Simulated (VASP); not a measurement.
# HoAuF4 (I4/mmm) in VASP: single point with PBE

Aim: the single point of HoAuF4 with PBE.

Everything below comes from runs of VASP 6.6.1. Logs are shortened: lines on timing, memory, paths and dates and some standing lists are left out, and cuts for length are marked.

## (1) The cell of the first run

Symmetry: I4/mmm, No. 139, tetragonal system. The conventional cell has a = 4.221 Å, b = 4.221 Å, c = 11.728 Å, α = 90.00°, β = 90.00°, γ = 90.00°. Ho (site symmetry 4/mmm) has 8 F at 2.45 Å and 4 Au at 2.98 Å within 3.2 Å. Within 3.2 Å of Au (site symmetry 4/mmm) lie 8 F at 2.45 Å and 4 Ho at 2.98 Å. F (site symmetry 2mm) has 2 Ho at 2.45 Å and 2 Au at 2.45 Å and 5 F at 2.50 to 2.98 Å within 3.2 Å.

The cell was generated, and may not be a known phase.

## (2) Single point, PBE

INCAR reads:

```
SYSTEM = HoAuF4
  ALGO = Normal
  EDIFF = 1E-6
  ENCUT = 600
  GGA = PE
  GGA_COMPAT = .FALSE.
  ISIF = 2
  ISMEAR = 0
  LASPH = .TRUE.
  LCHARG = .FALSE.
  LMAXMIX = 6
  LREAL = .FALSE.
  LWAVE = .FALSE.
  NBANDS = 33
  NELM = 200
  PREC = Accurate
  SIGMA = 0.15
```

KPOINTS reads:

```
k-points
0
G
  4 4 4
  0 0 0
```

POSCAR reads:

```
HoAuF4
1.0
   -2.1104897467      2.1104897467      5.8640594259
    2.1104897467     -2.1104897467      5.8640594259
    2.1104897467      2.1104897467     -5.8640594259
Ho Au F
1 1 4
Direct
    0.5000000000      0.5000000000      0.0000000000
    0.0000000000      0.0000000000      0.0000000000
    0.8932858074      0.3932858074      0.5000000000
    0.3932858074      0.8932858074      0.5000000000
    0.1067141926      0.6067141926      0.5000000000
    0.6067141926      0.1067141926      0.5000000000
```

Potentials or basis: VASP PAW PBE potentials, release 64 (Ho_3, Au, F), 4f in core.

Started as:

```
$ cat potpaw_PBE.64/Ho_3/POTCAR potpaw_PBE.64/Au/POTCAR potpaw_PBE.64/F/POTCAR > POTCAR
$ mpirun -np 1 vasp_std > vasp.out
```

OUTCAR:

```text
SYSTEM = HoAuF4
   EDIFF = 1E-6
   ENCUT = 600
   GGA = PE
   ISIF = 2
   ISMEAR = 0
   LASPH = .TRUE.
   LREAL = .FALSE.
   NELM = 200
   PREC = Accurate

 ion  position               nearest neighbor table
   1  0.500  0.500  0.000-   5 2.45   6 2.45   3 2.45   4 2.45   5 2.45   6 2.45   4 2.45   3 2.45
                             2 2.98   2 2.98   2 2.98   2 2.98
   2  0.000  0.000  0.000-   6 2.45   5 2.45   3 2.45   4 2.45   5 2.45   6 2.45   3 2.45   4 2.45
                             1 2.98   1 2.98   1 2.98   1 2.98
   3  0.893  0.393  0.500-   1 2.45   2 2.45   1 2.45   2 2.45
   4  0.393  0.893  0.500-   2 2.45   1 2.45   1 2.45   2 2.45
   5  0.107  0.607  0.500-   1 2.45   2 2.45   2 2.45   1 2.45
   6  0.607  0.107  0.500-   1 2.45   2 2.45   1 2.45   2 2.45

  LATTYP: Found a body centered tetragonal cell.
 ALAT       =     4.2209794934
 C/A-ratio  =     2.7785301658

  Lattice vectors:

 A1 = (  -2.1104897467,   2.1104897467,   5.8640594259)
 A2 = (   2.1104897467,  -2.1104897467,   5.8640594259)
 A3 = (   2.1104897467,   2.1104897467,  -5.8640594259)

Analysis of symmetry for initial positions (statically):
=====================================================================
 Subroutine PRICEL returns:
 Original cell was already a primitive cell.

 Routine SETGRP: Setting up the symmetry group for a
 body centered tetragonal supercell.

 Subroutine GETGRP returns: Found 16 space group operations
 (whereof 16 operations were pure point group operations)
 out of a pool of 16 trial point group operations.

The static configuration has the point symmetry D_4h.

Analysis of symmetry for dynamics (positions and initial velocities):
=====================================================================
 Subroutine PRICEL returns:
 Original cell was already a primitive cell.

 Routine SETGRP: Setting up the symmetry group for a
 body centered tetragonal supercell.

 Subroutine GETGRP returns: Found 16 space group operations
 (whereof 16 operations were pure point group operations)
 out of a pool of 16 trial point group operations.

The dynamic configuration has the point symmetry D_4h.

 Subroutine INISYM returns: Found 16 space group operations
 (whereof 16 operations are pure point group operations),
 and found     1 'primitive' translations

----------------------------------------------------------------------------------------

                                     Primitive cell

  volume of cell :     104.4780

  direct lattice vectors                    reciprocal lattice vectors
    -2.110489747  2.110489747  5.864059426     0.000000000  0.236911836  0.085265166
     2.110489747 -2.110489747  5.864059426     0.236911836  0.000000000  0.085265166
     2.110489747  2.110489747 -5.864059426     0.236911836  0.236911836  0.000000000

  length of vectors
     6.579933654  6.579933654  6.579933654     0.251788336  0.251788336  0.335043931

  position of ions in fractional coordinates (direct lattice)
     0.500000000  0.500000000  0.000000000
     0.000000000  0.000000000  0.000000000
     0.893285807  0.393285807  0.500000000
     0.393285807  0.893285807  0.500000000
     0.106714193  0.606714193  0.500000000
     0.606714193  0.106714193  0.500000000

  ion indices of the primitive-cell ions
   primitive index   ion index
                 1           1
                 2           2
                 3           3
                 4           4
                 5           5
                 6           6

----------------------------------------------------------------------------------------

 KPOINTS: k-points

Automatic generation of k-mesh.
 Grid dimensions read from file:
 generate k-points for:    4    4    4

 Generating k-lattice:

  Cartesian coordinates                     Fractional coordinates (reciprocal lattice)
     0.000000000  0.059227959  0.021316291     0.250000000 -0.000000000  0.000000000
     0.059227959  0.000000000  0.021316291    -0.000000000  0.250000000  0.000000000
     0.059227959  0.059227959  0.000000000     0.000000000  0.000000000  0.250000000

  Length of vectors
     0.062947084  0.062947084  0.083760983

  Shift w.r.t. Gamma in fractional coordinates (k-lattice)
     0.000000000  0.000000000  0.000000000

 Subroutine IBZKPT returns following result:
 ===========================================

 Found     13 irreducible k-points:

 Following reciprocal coordinates:
            Coordinates               Weight
  0.000000  0.000000  0.000000      1.000000
  0.250000 -0.000000  0.000000      8.000000
  0.500000 -0.000000  0.000000      4.000000
  0.250000  0.250000  0.000000      8.000000
  0.500000  0.250000  0.000000     16.000000
 -0.250000  0.250000  0.000000      4.000000
  0.500000  0.500000  0.000000      2.000000
  0.250000  0.250000  0.250000      2.000000
 -0.250000  0.250000  0.250000      4.000000
  0.500000  0.500000  0.250000      4.000000
 -0.250000  0.500000  0.250000      8.000000
 -0.250000 -0.250000  0.250000      2.000000
  0.500000  0.500000  0.500000      1.000000
   k-points           NKPTS =     13   k-points in BZ     NKDIM =     13   number of bands    NBANDS=     33
   number of dos      NEDOS =    301   number of ions     NIONS =      6
   total plane-waves  NPLWV = 157464
   dimension x,y,z NGX =    54 NGY =   54 NGZ =   54
   dimension x,y,z NGXF=   108 NGYF=  108 NGZF=  108
   ions per type =               1   1   4
   NGX,Y,Z   is equivalent  to a cutoff of  13.64, 13.64, 13.64 a.u.
   NGXF,Y,Z  is equivalent  to a cutoff of  27.29, 27.29, 27.29 a.u.
 SYSTEM =  HoAuF4
   PREC   = accura    normal or accurate (medium, high low for compatibility)
   ISTART =      0    job   : 0-new  1-cont  2-samecut
   ICHARG =      2    charge: 1-file 2-atom 10-const
   ISPIN  =      1    spin polarized calculation?
   LNONCOLLINEAR =      F non collinear calculations
   LSORBIT =      F    spin-orbit coupling
   LASPH  =      T    aspherical Exc in radial PAW
   ENCUT  =  600.0 eV  44.10 Ry    6.64 a.u.  13.14 13.14 13.14*2*pi/ulx,y,z
   NELM   =    200;   NELMIN=  2; NELMDL= -5     # of ELM steps
   EDIFF  = 0.1E-05   stopping-criterion for ELM
   LREAL  =      F    real-space projection
   EDIFFG = 0.1E-04   stopping-criterion for IOM
   NSW    =      0    number of steps for IOM
   IBRION =     -1    ionic relax: 0-MD 1-quasi-New 2-CG
   NFREE  =      0    steps in history (QN), initial steepest desc. (CG)
   ISIF   =      2    stress and relaxation
   ISYM   =      2    0-nonsym 1-usesym 2-fastsym
   POTIM  = 0.5000    time-step for ionic-motion
   TEBEG  =    0.0;   TEEND  =   0.0 temperature during run
   PSTRESS=    0.0 pullay stress
   NELECT =      48.0000    total number of electrons
   NUPDOWN=      -1.0000    fix difference up-down
   EMIN   =  10.00;   EMAX   =-10.00  energy-range for DOS
   EFERMI =   0.00;   METHOD = LEGACY
   ISMEAR =     0;   SIGMA  =   0.15  broadening in eV -4-tet -1-fermi 0-gaus
   EFERMI_NEDOS =   21; number of points for ismear=-14 and -15
   IALGO  =     38    algorithm
   IMIX   =      4    mixing-type and parameters
     AMIX     =   0.40;   BMIX     =  1.00
     AMIX_MAG =   1.60;   BMIX_MAG =  1.00
  volume/ion in A,a.u.               =      17.41       117.51
  Fermi-wavevector in a.u.,A,eV,Ry     =   1.263224  2.387147 21.711284  1.595734
  Thomas-Fermi vector in A             =   2.396592
   LORBIT       =      0    0 simple, 1 ext, 2 COOP (PROOUT), +10 PAW based schemes
   GGA     = PE    functional components
   LHFCALC =     F    Hartree Fock is set to
   AEXX    =    0.0000 exact exchange contribution
   IVDW    =     0    specifies the selected vdW correction
   LEPSILON=     F    determine dielectric tensor
   LRPA    =     F    only Hartree local field effects (RPA)
 non-spin polarized calculation
 Gauss-broadening in eV      SIGMA  =   0.15
  energy-cutoff  :      600.00
  volume of cell :      104.48
 maximum number of plane-waves:      3500
 NGX is ok and might be reduce to    54
   NGX = 27   NGY = 27   NGZ = 27

 number of electron      48.0000011 magnetization

 Free energy of the ion-electron system (eV)
  ---------------------------------------------------
  ext. energy  EPLUGINS =         0.00000000
  ---------------------------------------------------
  free energy    TOTEN  =       -29.20839962 eV

  energy without entropy =      -29.20839840  energy(sigma->0) =      -29.20839901

 E-fermi :   0.8104     XC(G=0):  -8.8581

 val. band max:        0.3213686901   @ k =   0.5000   0.5000   0.5000
 cond. band min:       1.2284586493   @ k =   0.0000   0.0000   0.0000
 fundamental gap:      0.9070899592
 Fermi energy:         0.8104231278

 k-point     1 :       0.0000    0.0000    0.0000
  band No.  band energies     occupation
      1     -23.7698      2.00000
      2     -23.3939      2.00000
      3     -23.3939      2.00000
      4     -22.2516      2.00000
      5     -21.9464      2.00000
      6     -21.5605      2.00000
[... 25 lines left out ...]
     32       9.2090      0.00000
     33      10.4321      0.00000

 k-point     2 :       0.2500   -0.0000    0.0000
  band No.  band energies     occupation
      1     -23.7757      2.00000
      2     -23.6910      2.00000
      3     -23.3967      2.00000
      4     -22.0968      2.00000
      5     -21.6284      2.00000
      6     -21.6179      2.00000
[... 25 lines left out ...]
     32       8.7977      0.00000
     33       9.8743      0.00000
[... 358 lines left out ...]
     32      10.3040      0.00000
     33      10.4446      0.00000

 k-point    13 :       0.5000    0.5000    0.5000
  band No.  band energies     occupation
      1     -23.7732      2.00000
      2     -23.3939      2.00000
      3     -23.3939      2.00000
      4     -22.2343      2.00000
      5     -21.9593      2.00000
      6     -21.5461      2.00000
[... 25 lines left out ...]
     32      10.4159      0.00000
     33      10.4259      0.00000

------------------------ aborting loop because EDIFF is reached ----------------------------------------

  FORCE on cell =-STRESS in cart. coord.  units (eV):
  Direction    XX          YY          ZZ          XY          YZ          ZX
  --------------------------------------------------------------------------------------
  -------------------------------------------------------------------------------------
  Total       -0.1048165     -0.1048165      0.0184892      0.0000000      0.0000000      0.0000000
  in kB       -1.6073683     -1.6073683      0.2835333      0.0000000      0.0000000      0.0000000
  external PRESSURE =      -0.9770678 kB  Pullay stress =       0.0000000 kB

 VOLUME and BASIS-vectors are now :
 -----------------------------------------------------------------------------
  energy-cutoff  :      600.00
  volume of cell :      104.48
      direct lattice vectors                 reciprocal lattice vectors
    -2.110489747  2.110489747  5.864059426     0.000000000  0.236911836  0.085265166
     2.110489747 -2.110489747  5.864059426     0.236911836  0.000000000  0.085265166
     2.110489747  2.110489747 -5.864059426     0.236911836  0.236911836  0.000000000

 POSITION                                       TOTAL-FORCE (eV/Angst)
 -----------------------------------------------------------------------------------
      0.00000      0.00000      5.86406        -0.000000     -0.000000     -0.000000
      0.00000      0.00000      0.00000        -0.000000     -0.000000     -0.000000
      0.00000      2.11049      4.61250         0.000000     -0.000000     -0.012267
      2.11049      0.00000      4.61250        -0.000000      0.000000     -0.012267
      2.11049      0.00000      1.25156        -0.000000      0.000000      0.012267
      0.00000      2.11049      1.25156         0.000000     -0.000000      0.012267
 -----------------------------------------------------------------------------------
    total drift:                                0.000000      0.000000     -0.000000

  FREE ENERGIE OF THE ION-ELECTRON SYSTEM (eV)
  ---------------------------------------------------
  free  energy   TOTEN  =       -29.2083996166 eV

  energy  without entropy=      -29.2083983983  energy(sigma->0) =      -29.20839901
```

Run time: 1.8 min. Hardware: 1 thread of Intel Xeon Platinum 8559C (Emerald Rapids), shared host; peak memory 0.4 GiB.

Results:

```yaml
Free_energy: -29.2084 eV
Pressure: -0.1 GPa
Largest_force: 0.012 eV/Å
Band_gap_on_the_k_mesh: 0.91 eV (least direct gap 0.91 eV)
```

Forces on the atoms (eV/Å):
```
Ho   0.000  0.000  0.000
Au   0.000  0.000  0.000
F    0.000  0.000 -0.012
F    0.000  0.000 -0.012
F    0.000  0.000  0.012
F    0.000  0.000  0.012
```

Stress tensor (GPa, compression positive):
```
-0.16  0.00  0.00
 0.00 -0.16  0.00
 0.00  0.00  0.03
```

Caveat: spin-orbit coupling is left out, which moves the levels of the heavy elements; the 4f electrons are frozen in the core, so they carry no moment and show no levels.
